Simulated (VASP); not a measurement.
# HfSeS4 (F-43m) in VASP: a series of runs, part 2 of 2

VASP 6.6.1.

### Step 3. Single point, PBE

This run uses another cell than the first one, of 22.32 Å³/atom, 1.305 times its volume.

INCAR reads:

```
PREC = Accurate
ENCUT = 520
EDIFF = 1E-6
ISMEAR = 0
SIGMA = 0.1
LREAL = False
LASPH = True
NELM = 80
ALGO = Normal
ISIF = 2
LWAVE = False
LCHARG = False
GGA = PE
NBANDS = 29
```

KPOINTS reads:

```
Automatic mesh
0
Gamma
  4 4 4
```

POSCAR reads:

```
HfSeS4
1.0
    0.0000000000      4.0606563200      4.0606563200
    4.0606563200      0.0000000000      4.0606563200
    4.0606563200      4.0606563200      0.0000000000
Hf Se S
1 1 4
Direct
    0.7500000000      0.7500000000      0.7500000000
    0.0000000000      0.0000000000      0.0000000000
    0.8765038300      0.3744987200      0.3744987200
    0.3744987200      0.3744987200      0.3744987200
    0.3744987200      0.8765038300      0.3744987200
    0.3744987200      0.3744987200      0.8765038300
```

Potentials or basis: VASP PAW PBE potentials, release 64 (Hf_pv, Se, S).

Command:

```bash
cat potpaw_PBE.64/Hf_pv/POTCAR potpaw_PBE.64/Se/POTCAR potpaw_PBE.64/S/POTCAR > POTCAR
mpirun -np 1 vasp_std > vasp.out
```

It took 37 s on 1 thread of AMD EPYC 9R45 (Zen 5), shared host; peak memory 0.29 GiB.

The run converged. Its results:

```
Free energy            : -25.0264 eV
Pressure               : -13.8 GPa
Largest force          : 0.243 eV/Å
Band gap on the k mesh : zero (band 20 reaches 4.99 eV, above the bottom of band 21 at 3.70 eV)
```

Forces on the atoms (eV/Å):
```
Hf   0.000  0.000  0.000
Se   0.000  0.000  0.000
S    0.140 -0.140 -0.140
S    0.140  0.140  0.140
S   -0.140  0.140 -0.140
S   -0.140 -0.140  0.140
```

Levels at points of the mesh, in eV from the Fermi level:
```csv
k point,band 16,band 17,band 18,band 19,band 20,band 21,band 22,band 23
"(0.00, 0.00, 0.00)",-1.29,-1.29,0.18,0.76,0.76,0.76,1.59,1.59
"(0.50, 0.00, 0.00)",-2.07,-1.97,-0.98,-0.01,-0.01,0.80,0.87,1.01
"(0.50, 0.50, 0.00)",-1.99,-1.98,-1.64,-0.64,-0.52,-0.52,1.28,1.30
```

Caveat: spin-orbit coupling is left out, which moves the levels of the heavy elements.

### Step 4. Single point, PBE

This run uses another cell than the first one, of 17.05 Å³/atom, 0.996 times its volume.

INCAR reads:

```
SYSTEM = HfSeS4
PREC     = Accurate       ! precision mode
ENCUT    = 520            ! plane-wave cutoff, eV
EDIFF    = 1E-7           ! SCF threshold, eV
ISMEAR   = 0              ! smearing method
SIGMA    = 0.1            ! smearing width, eV
LREAL    = .False.        ! projectors in reciprocal space
LASPH    = .True.         ! aspherical terms in the spheres
NELM     = 80             ! most SCF steps
ALGO     = Normal         ! electronic algorithm
ISIF     = 2              ! what is computed and relaxed
LWAVE    = .False.        ! write WAVECAR
LCHARG   = .True.         ! write CHGCAR
GGA      = PE             ! functional
LELF     = .True.         ! ELF
LVHAR    = .True.       
NBANDS   = 29             ! bands
```

KPOINTS reads:

```
Automatic mesh
0
Gamma
  10 10 10
  0 0 0
```

POSCAR reads:

```
HfSeS4
1.0
    0.0000000000      3.7118212610      3.7118212610
    3.7118212610      0.0000000000      3.7118212610
    3.7118212610      3.7118212610      0.0000000000
Hf Se S
1 1 4
Direct
    0.2500000000      0.2500000000      0.2500000000
    0.0000000000      0.0000000000      0.0000000000
    0.6223813368      0.6223813368      0.1328559897
    0.6223813368      0.1328559897      0.6223813368
    0.1328559897      0.6223813368      0.6223813368
    0.6223813368      0.6223813368      0.6223813368
```

Potentials or basis: VASP PAW PBE potentials, release 64 (Hf_pv, Se, S).

Command:

```bash
cat potpaw_PBE.64/Hf_pv/POTCAR potpaw_PBE.64/Se/POTCAR potpaw_PBE.64/S/POTCAR > POTCAR
mpirun -np 1 vasp_std > vasp.out
```

OUTCAR:

```text
SYSTEM = HfSeS4
   PREC = Accurate
   ENCUT = 520
   EDIFF = 1E-7
   ISMEAR = 0
   LREAL = .False.
   LASPH = .True.
   NELM = 80
   ISIF = 2
   GGA = PE

 ion  position               nearest neighbor table
   1  0.250  0.250  0.250-   4 3.07   5 3.07   3 3.07   5 3.07   3 3.07   4 3.07   6 3.07   6 3.07
                             6 3.07   3 3.07   5 3.07   4 3.07   2 3.21   2 3.21   2 3.21   2 3.21
   2  0.000  0.000  0.000-   1 3.21   1 3.21   1 3.21   1 3.21
   3  0.622  0.622  0.133-   4 2.57   5 2.57   6 2.57   4 2.68   5 2.68   6 2.68   1 3.07   1 3.07
                             1 3.07
   4  0.622  0.133  0.622-   3 2.57   5 2.57   6 2.57   5 2.68   3 2.68   6 2.68   1 3.07   1 3.07
                             1 3.07
   5  0.133  0.622  0.622-   3 2.57   4 2.57   6 2.57   4 2.68   3 2.68   6 2.68   1 3.07   1 3.07
                             1 3.07
   6  0.622  0.622  0.622-   3 2.57   4 2.57   5 2.57   5 2.68   4 2.68   3 2.68   1 3.07   1 3.07
                             1 3.07

  LATTYP: Found a face centered cubic cell.
 ALAT       =     7.4236425220

  Lattice vectors:

 A1 = (   0.0000000000,   3.7118212610,   3.7118212610)
 A2 = (   3.7118212610,   0.0000000000,   3.7118212610)
 A3 = (   3.7118212610,   3.7118212610,   0.0000000000)

Analysis of symmetry for initial positions (statically):
[... 180 lines left out ...]

 E-fermi :   7.4358     XC(G=0): -11.2147

 val. band max:        7.4336611777   @ k =  -0.3000   0.5000   0.2000
 cond. band min:       7.4499621237   @ k =  -0.1000   0.1000   0.0000
 fundamental gap:      0.0163009459
 Fermi energy:         7.4357515899

 k-point     1 :       0.0000    0.0000    0.0000
  band No.  band energies     occupation
      1     -25.0367      2.00000
      2     -25.0367      2.00000
      3     -25.0367      2.00000
      4      -9.6046      2.00000
      5      -4.6032      2.00000
      6      -4.6032      2.00000
[... 757 lines left out ...]
     28      10.6792      0.00000
     29      10.7244      0.00000

 [... further k-points ...]
[... 5 lines left out ...]
  --------------------------------------------------------------------------------------
  -------------------------------------------------------------------------------------
  Total       -0.2990484     -0.2990484     -0.2990484      0.0000000      0.0000000     -0.0000000
  in kB       -4.6844743     -4.6844743     -4.6844743      0.0000000      0.0000000     -0.0000000
  external PRESSURE =      -4.6844743 kB  Pullay stress =       0.0000000 kB

 VOLUME and BASIS-vectors are now :
 -----------------------------------------------------------------------------
  energy-cutoff  :      520.00
  volume of cell :      102.28
      direct lattice vectors                 reciprocal lattice vectors
     0.000000000  3.711821261  3.711821261    -0.134704762  0.134704762  0.134704762
     3.711821261  0.000000000  3.711821261     0.134704762 -0.134704762  0.134704762
     3.711821261  3.711821261  0.000000000     0.134704762  0.134704762 -0.134704762

 POSITION                                       TOTAL-FORCE (eV/Angst)
 -----------------------------------------------------------------------------------
      1.85591      1.85591      1.85591         0.000000      0.000000      0.000000
      0.00000      0.00000      0.00000         0.000000      0.000000      0.000000
      2.80331      2.80331      4.62034         0.006826      0.006826     -0.006826
      2.80331      4.62034      2.80331         0.006826     -0.006826      0.006826
      4.62034      2.80331      2.80331        -0.006826      0.006826      0.006826
      4.62034      4.62034      4.62034        -0.006826     -0.006826     -0.006826
 -----------------------------------------------------------------------------------
    total drift:                               -0.000000     -0.000000     -0.000000

  FREE ENERGIE OF THE ION-ELECTRON SYSTEM (eV)
  ---------------------------------------------------
  free  energy   TOTEN  =       -27.0229672302 eV

  energy  without entropy=      -27.0057114351  energy(sigma->0) =      -27.01433933
```

OSZICAR:

```text
N       E                     dE             d eps       ncg     rms          rms(c)
DAV:   1     0.184032924075E+03    0.18403E+03   -0.19421E+04  2726   0.126E+03
DAV:   2    -0.161065667757E+02   -0.20014E+03   -0.19340E+03  3455   0.252E+02
DAV:   3    -0.292241066052E+02   -0.13118E+02   -0.12848E+02  3663   0.545E+01
DAV:   4    -0.294337231681E+02   -0.20962E+00   -0.20875E+00  3334   0.776E+00
DAV:   5    -0.294368337239E+02   -0.31106E-02   -0.31098E-02  3327   0.940E-01    0.289E+01
DAV:   6    -0.271325656598E+02    0.23043E+01   -0.44269E+00  3037   0.875E+00    0.222E+01
DAV:   7    -0.270487898053E+02    0.83776E-01   -0.62790E-01  3128   0.355E+00    0.127E+01
DAV:   8    -0.270332520477E+02    0.15538E-01   -0.24397E-01  3036   0.217E+00    0.898E-01
DAV:   9    -0.270241622467E+02    0.90898E-02   -0.49747E-02  2828   0.900E-01    0.555E-01
DAV:  10    -0.270231224827E+02    0.10398E-02   -0.48893E-03  2889   0.297E-01    0.196E-01
DAV:  11    -0.270229722572E+02    0.15023E-03   -0.78025E-04  2894   0.128E-01    0.546E-02
DAV:  12    -0.270229745319E+02   -0.22746E-05   -0.13264E-04  3114   0.498E-02    0.191E-02
DAV:  13    -0.270229667642E+02    0.77677E-05   -0.33217E-05  2991   0.240E-02    0.109E-02
DAV:  14    -0.270229674937E+02   -0.72946E-06   -0.25031E-06  2959   0.742E-03    0.287E-03
DAV:  15    -0.270229673013E+02    0.19233E-06   -0.12142E-06  3119   0.427E-03    0.395E-03
DAV:  16    -0.270229672302E+02    0.71152E-07   -0.19820E-07  2011   0.176E-03
   1 F= -.27022967E+02 E0= -.27014339E+02  d E =-.172558E-01
```

It took 1.7 min on 1 thread of AMD EPYC 9R45 (Zen 5), shared host; peak memory 0.29 GiB.

What came out:

* Free energy: -27.0230 eV
* Pressure: -0.5 GPa
* Largest force: 0.012 eV/Å
* Band gap on the k mesh: zero (band 20 reaches 8.52 eV, above the bottom of band 21 at 6.58 eV)

Forces in eV/Å, atoms in the order of the input:
```
Hf   0.000  0.000  0.000
Se   0.000  0.000  0.000
S    0.007  0.007 -0.007
S    0.007 -0.007  0.007
S   -0.007  0.007  0.007
S   -0.007 -0.007 -0.007
```

Caveat: spin-orbit coupling is left out, which moves the levels of the heavy elements.

### Step 5. Summary

```tsv
cell	k mesh	gap on the mesh (eV)	pressure (GPa)	largest force (eV/Å)
a = 5.255 Å, angles 60.0°, 6 atoms	4 × 4 × 4	none	-0.3	0.02
a = 5.743 Å, angles 60.0°, 6 atoms	4 × 4 × 4	none	-13.8	0.24
a = 5.249 Å, angles 60.0°, 6 atoms	10 × 10 × 10	none	-0.5	0.01
```

Alike in all rows: task single point; level PBE; potentials or basis VASP PAW PBE potentials, release 64 (Hf_pv, Se, S); no spin polarisation; cutoff (eV) 520; smearing gaussian 0.1 eV.

Caveats: some runs use coarse meshes; spin-orbit coupling is left out, which moves the levels of the heavy elements.

Total energies depend on the potentials used, so only differences within one code and one set of settings carry meaning.
